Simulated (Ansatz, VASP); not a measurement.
# Two plane-wave programs on Hf

```
Hf
1.0
     2.97543    0.00000    0.00000
     0.00000    2.97543    0.00000
     0.00000    0.00000    2.97543
Hf
1
Direct
  0.00000 0.00000 0.00000
```

Alike in both runs: task single point; functional r2SCAN; k mesh 12 × 12 × 12; occupations fermi-dirac, width 0.1 eV; no spin polarisation.

|  | VASP | Ansatz |
| --- | --- | --- |
| version | VASP 6.6.1 | Ansatz 0.2.0 |
| potentials or method | VASP PAW PBE potentials, release 64 (Hf_pv), cutoff 520 eV | plane waves (500 eV) with PAW, scalar-relativistic |
| valence electrons in the cell | 10 | 26 |

|  | VASP | Ansatz | Ansatz less VASP |
| --- | --- | --- | --- |
| pressure (GPa) | -5.5 | -5.2 | +0.28 |

VASP's potentials were made for PBE, not for r2SCAN. VASP's potentials hold 10 valence electrons a cell and Ansatz's 26, so a difference there can come from the potentials and not from the codes.

Spin-orbit coupling is off throughout.
